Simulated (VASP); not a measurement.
# Ho (Fm-3m) in VASP: single point with PBE

Aim: the single point of Ho with PBE.

All numbers are computed with VASP 6.6.1; they aren't measurements. Logs are shortened: lines on timing, memory, paths and dates and some standing lists are left out, and cuts for length are marked.

### 1 The cell of the first run

The structure is cubic, space group Fm-3m (No. 225). Conventional cell: a = 4.997 Å, b = 4.997 Å, c = 4.997 Å, α = 90.00°, β = 90.00°, γ = 90.00°. Ho (site symmetry m-3m) has 12 Ho at 3.53 Å within 4.6 Å.

This isn't the form of Ho at room conditions, which is hcp.

### 2 Single point, PBE, collinear spin, ferromagnetic start

File INCAR:

```
PREC = Accurate ; ENCUT = 520
EDIFF = 1E-6 ; ISMEAR = 0
SIGMA = 0.05 ; LREAL = False
LASPH = True ; NELM = 150
ALGO = Normal ; ISIF = 2
LWAVE = False ; LCHARG = False
ISPIN = 2 ; MAGMOM = 4
LORBIT = 11 ; LMAXMIX = 6
GGA = PE ; NBANDS = 20
```

File KPOINTS:

```
Automatic mesh
0
Gamma
  14 14 14
```

File POSCAR:

```
Ho
1.0
    0.0000000000      2.4984643903      2.4984643903
    2.4984643903      0.0000000000      2.4984643903
    2.4984643903      2.4984643903      0.0000000000
Ho
1
Direct
    0.0000000000      0.0000000000      0.0000000000
```

Potentials or basis: VASP PAW PBE potentials, release 64 (Ho).

On the command line:

```sh
cat potpaw_PBE.64/Ho/POTCAR > POTCAR
mpirun -np 1 vasp_std > vasp.out
```

OUTCAR:

```text
PREC = Accurate
   ENCUT = 520
   EDIFF = 1E-6
   ISMEAR = 0
   LREAL = False
   LASPH = True
   NELM = 150
   ISIF = 2
   ISPIN = 2
   LORBIT = 11
   GGA = PE

 ion  position               nearest neighbor table
   1  0.000  0.000  0.000-

  LATTYP: Found a face centered cubic cell.
 ALAT       =     4.9969287806

  Lattice vectors:

 A1 = (   0.0000000000,   2.4984643903,   2.4984643903)
 A2 = (   2.4984643903,   0.0000000000,   2.4984643903)
 A3 = (   2.4984643903,   2.4984643903,   0.0000000000)

Analysis of symmetry for initial positions (statically):
=====================================================================
 Subroutine PRICEL returns:
 Original cell was already a primitive cell.

 Routine SETGRP: Setting up the symmetry group for a
 face centered cubic supercell.

 Subroutine GETGRP returns: Found 48 space group operations
 (whereof 48 operations were pure point group operations)
 out of a pool of 48 trial point group operations.

The static configuration has the point symmetry O_h .

Analysis of symmetry for dynamics (positions and initial velocities):
=====================================================================
 Subroutine PRICEL returns:
 Original cell was already a primitive cell.

 Routine SETGRP: Setting up the symmetry group for a
 face centered cubic supercell.

 Subroutine GETGRP returns: Found 48 space group operations
 (whereof 48 operations were pure point group operations)
 out of a pool of 48 trial point group operations.

The dynamic configuration has the point symmetry O_h .

Analysis of structural, dynamic, and magnetic symmetry:
=====================================================================
 Subroutine PRICEL returns:
 Original cell was already a primitive cell.

 Routine SETGRP: Setting up the symmetry group for a
 face centered cubic supercell.

 Subroutine GETGRP returns: Found 48 space group operations
 (whereof 48 operations were pure point group operations)
 out of a pool of 48 trial point group operations.

The overall configuration has the point symmetry O_h .

 Subroutine INISYM returns: Found 48 space group operations
 (whereof 48 operations are pure point group operations),
 and found     1 'primitive' translations

----------------------------------------------------------------------------------------

                                     Primitive cell

  volume of cell :      31.1925

  direct lattice vectors                    reciprocal lattice vectors
     0.000000000  2.498464390  2.498464390    -0.200122924  0.200122924  0.200122924
     2.498464390  0.000000000  2.498464390     0.200122924 -0.200122924  0.200122924
     2.498464390  2.498464390  0.000000000     0.200122924  0.200122924 -0.200122924

  length of vectors
     3.533362226  3.533362226  3.533362226     0.346623073  0.346623073  0.346623073

  position of ions in fractional coordinates (direct lattice)
     0.000000000  0.000000000  0.000000000

  ion indices of the primitive-cell ions
   primitive index   ion index
                 1           1

----------------------------------------------------------------------------------------

 KPOINTS: Automatic mesh

Automatic generation of k-mesh.
 Grid dimensions read from file:
 generate k-points for:   14   14   14

 Generating k-lattice:

  Cartesian coordinates                     Fractional coordinates (reciprocal lattice)
    -0.014294495  0.014294495  0.014294495     0.071428571  0.000000000  0.000000000
     0.014294495 -0.014294495  0.014294495     0.000000000  0.071428571  0.000000000
     0.014294495  0.014294495 -0.014294495     0.000000000  0.000000000  0.071428571

  Length of vectors
     0.024758791  0.024758791  0.024758791

  Shift w.r.t. Gamma in fractional coordinates (k-lattice)
     0.000000000  0.000000000  0.000000000

 Subroutine IBZKPT returns following result:
 ===========================================

 Found    104 irreducible k-points:

 Following reciprocal coordinates:
            Coordinates               Weight
  0.000000  0.000000  0.000000      1.000000
  0.071429  0.000000  0.000000      8.000000
  0.142857  0.000000  0.000000      8.000000
  0.214286  0.000000  0.000000      8.000000
  0.285714  0.000000  0.000000      8.000000
  0.357143  0.000000  0.000000      8.000000
[... 16 lines left out ...]
  0.214286  0.142857  0.000000     24.000000
  0.285714  0.142857  0.000000     24.000000
 [... further k-points ...]
   k-points           NKPTS =    104   k-points in BZ     NKDIM =    104   number of bands    NBANDS=     20
   number of dos      NEDOS =    301   number of ions     NIONS =      1
   total plane-waves  NPLWV =  21952
   dimension x,y,z NGX =    28 NGY =   28 NGZ =   28
   dimension x,y,z NGXF=    56 NGYF=   56 NGZF=   56
   ions per type =               1
   NGX,Y,Z   is equivalent  to a cutoff of  13.17, 13.17, 13.17 a.u.
   NGXF,Y,Z  is equivalent  to a cutoff of  26.35, 26.35, 26.35 a.u.
 SYSTEM =  unknown system
   PREC   = accura    normal or accurate (medium, high low for compatibility)
   ISTART =      0    job   : 0-new  1-cont  2-samecut
   ICHARG =      2    charge: 1-file 2-atom 10-const
   ISPIN  =      2    spin polarized calculation?
   LNONCOLLINEAR =      F non collinear calculations
   LSORBIT =      F    spin-orbit coupling
   LASPH  =      T    aspherical Exc in radial PAW
   ENCUT  =  520.0 eV  38.22 Ry    6.18 a.u.   6.57  6.57  6.57*2*pi/ulx,y,z
   NELM   =    150;   NELMIN=  2; NELMDL= -5     # of ELM steps
   EDIFF  = 0.1E-05   stopping-criterion for ELM
   LREAL  =      F    real-space projection
   EDIFFG = 0.1E-04   stopping-criterion for IOM
   NSW    =      0    number of steps for IOM
   IBRION =     -1    ionic relax: 0-MD 1-quasi-New 2-CG
   NFREE  =      0    steps in history (QN), initial steepest desc. (CG)
   ISIF   =      2    stress and relaxation
   ISYM   =      2    0-nonsym 1-usesym 2-fastsym
   POTIM  = 0.5000    time-step for ionic-motion
   TEBEG  =    0.0;   TEEND  =   0.0 temperature during run
   PSTRESS=    0.0 pullay stress
   NELECT =      21.0000    total number of electrons
   NUPDOWN=      -1.0000    fix difference up-down
   EMIN   =  10.00;   EMAX   =-10.00  energy-range for DOS
   EFERMI =   0.00;   METHOD = LEGACY
   ISMEAR =     0;   SIGMA  =   0.05  broadening in eV -4-tet -1-fermi 0-gaus
   EFERMI_NEDOS =   21; number of points for ismear=-14 and -15
   IALGO  =     38    algorithm
   IMIX   =      4    mixing-type and parameters
     AMIX     =   0.40;   BMIX     =  1.00
     AMIX_MAG =   1.60;   BMIX_MAG =  1.00
  volume/ion in A,a.u.               =      31.19       210.50
  Fermi-wavevector in a.u.,A,eV,Ry     =   1.434822  2.711421 28.010516  2.058715
  Thomas-Fermi vector in A             =   2.554188
   LORBIT       =     11    0 simple, 1 ext, 2 COOP (PROOUT), +10 PAW based schemes
   GGA     = PE    functional components
   LHFCALC =     F    Hartree Fock is set to
   AEXX    =    0.0000 exact exchange contribution
   IVDW    =     0    specifies the selected vdW correction
   LEPSILON=     F    determine dielectric tensor
   LRPA    =     F    only Hartree local field effects (RPA)
 spin polarized calculation
 Gauss-broadening in eV      SIGMA  =   0.05
  energy-cutoff  :      520.00
  volume of cell :       31.19
 maximum number of plane-waves:       877
 NGX is ok and might be reduce to    28
   NGX = 13   NGY = 13   NGZ = 13

 number of electron      21.0000003 magnetization       3.5782971

 Free energy of the ion-electron system (eV)
  ---------------------------------------------------
  ext. energy  EPLUGINS =         0.00000000
  ---------------------------------------------------
  free energy    TOTEN  =        -6.47750056 eV

  energy without entropy =       -6.46691446  energy(sigma->0) =       -6.47220751

 E-fermi :   2.5827     XC(G=0): -10.1292

 val. band max:        2.5822148741   @ k =  -0.3571   0.5000   0.1429
 cond. band min:       2.5849453946   @ k =  -0.3571   0.4286   0.0714
 fundamental gap:      0.0027305205
 Fermi energy:         2.5827166540

 spin component 1

 k-point     1 :       0.0000    0.0000    0.0000
  band No.  band energies     occupation
      1     -45.4794      1.00000
      2     -20.1636      1.00000
      3     -20.1636      1.00000
      4     -20.1636      1.00000
      5      -2.6183      1.00000
      6      -0.2674      1.00000
[... 12 lines left out ...]
     19      15.8483      0.00000
     20      15.8483      0.00000

 k-point     2 :       0.0714    0.0000    0.0000
  band No.  band energies     occupation
      1     -45.4768      1.00000
      2     -20.1995      1.00000
      3     -20.1681      1.00000
      4     -20.1681      1.00000
      5      -2.4753      1.00000
      6      -0.2747      1.00000
[... 498 lines left out ...]
 k-point    24 :       0.2857    0.1429    0.0000
  band No.  band energies     occupation
      1     -45.4489      1.00000
      2     -20.5088      1.00000
      3     -20.2554      1.00000
      4     -20.2488      1.00000
      5      -0.7877      1.00000
      6      -0.3405      1.00000
[... 12 lines left out ...]
     19      15.8761      0.00000
     20      16.9625      0.00000

 [... further k-points ...]

 spin component 2

 k-point     1 :       0.0000    0.0000    0.0000
  band No.  band energies     occupation
      1     -43.9126      1.00000
      2     -19.0176      1.00000
      3     -19.0175      1.00000
      4     -19.0175      1.00000
      5      -2.3853      1.00000
      6       1.8445      1.00000
[... 12 lines left out ...]
     19      16.0039      0.00000
     20      16.0039      0.00000

 k-point     2 :       0.0714    0.0000    0.0000
  band No.  band energies     occupation
      1     -43.9098      1.00000
      2     -19.0577      1.00000
      3     -19.0224      1.00000
      4     -19.0224      1.00000
      5      -2.2386      1.00000
      6       1.8455      1.00000
[... 498 lines left out ...]
 k-point    24 :       0.2857    0.1429    0.0000
  band No.  band energies     occupation
      1     -43.8781      1.00000
      2     -19.4025      1.00000
      3     -19.1184      1.00000
      4     -19.1111      1.00000
      5      -0.5127      1.00000
      6       1.8758      1.00000
[... 12 lines left out ...]
     19      16.2693      0.00000
     20      17.3130      0.00000

 [... further k-points ...]

------------------------ aborting loop because EDIFF is reached ----------------------------------------

  FORCE on cell =-STRESS in cart. coord.  units (eV):
  Direction    XX          YY          ZZ          XY          YZ          ZX
  --------------------------------------------------------------------------------------
  -------------------------------------------------------------------------------------
  Total        0.4762520      0.4762520      0.4762520      0.0000000      0.0000000     -0.0000000
  in kB       24.4623361     24.4623361     24.4623361      0.0000000      0.0000000     -0.0000000
  external PRESSURE =      24.4623361 kB  Pullay stress =       0.0000000 kB

 VOLUME and BASIS-vectors are now :
 -----------------------------------------------------------------------------
  energy-cutoff  :      520.00
  volume of cell :       31.19
      direct lattice vectors                 reciprocal lattice vectors
     0.000000000  2.498464390  2.498464390    -0.200122924  0.200122924  0.200122924
     2.498464390  0.000000000  2.498464390     0.200122924 -0.200122924  0.200122924
     2.498464390  2.498464390  0.000000000     0.200122924  0.200122924 -0.200122924

 POSITION                                       TOTAL-FORCE (eV/Angst)
 -----------------------------------------------------------------------------------
      0.00000      0.00000      0.00000         0.000000      0.000000     -0.000000
 -----------------------------------------------------------------------------------
    total drift:                               -0.000000     -0.000000     -0.000000

  FREE ENERGIE OF THE ION-ELECTRON SYSTEM (eV)
  ---------------------------------------------------
  free  energy   TOTEN  =        -6.4775005610 eV

  energy  without entropy=       -6.4669144581  energy(sigma->0) =       -6.47220751

 total charge

# of ion       s       p       d       f       tot
--------------------------------------------------
    1        2.125   5.705   0.415  10.337  18.582

 magnetization (x)

# of ion       s       p       d       f       tot
--------------------------------------------------
    1        0.005  -0.024   0.051   3.430   3.462
```

Wall time 3.4 min (1 thread of Intel Xeon Platinum 8375C at 2.90GHz (Ice Lake), shared host); peak memory 0.26 GiB.

What came out:

```yaml
Free_energy: -6.4775 eV
Pressure: 2.4 GPa
Net_moment: 3.58 μB per cell
Site_moments: Ho +3.46 μB
Valence_electrons_inside_the_program's_atomic_spheres: Ho 18.58
```

Levels at points of the mesh, in eV from the Fermi level:
Spin up:
| k point | band 10 | band 11 | band 12 | band 13 | band 14 | band 15 |
| --- | --- | --- | --- | --- | --- | --- |
| (0.00, 0.00, 0.00) | -2.14 | -2.14 | -2.14 | 2.31 | 2.31 | 2.31 |
| (0.50, 0.00, 0.00) | -2.08 | -2.04 | -2.04 | 1.00 | 2.13 | 2.13 |
| (0.50, 0.50, 0.00) | -2.05 | -2.04 | -1.76 | -0.74 | 2.59 | 6.66 |
Spin down:
```csv
k point,band 6,band 7,band 8,band 9,band 10,band 11,band 12,band 13
"(0.00, 0.00, 0.00)",-0.74,-0.16,-0.16,-0.16,1.06,1.06,1.06,2.77
"(0.50, 0.00, 0.00)",-0.58,-0.26,-0.03,-0.03,0.87,0.87,1.07,1.33
"(0.50, 0.50, 0.00)",-0.48,-0.41,-0.13,-0.04,-0.04,0.87,0.87,0.87
```

Caveat: the magnetic or orbital state may not be the lowest; spin-orbit coupling is left out, which moves the levels of the heavy elements; semilocal functionals describe open f shells poorly, which spoils levels, moments and volumes.
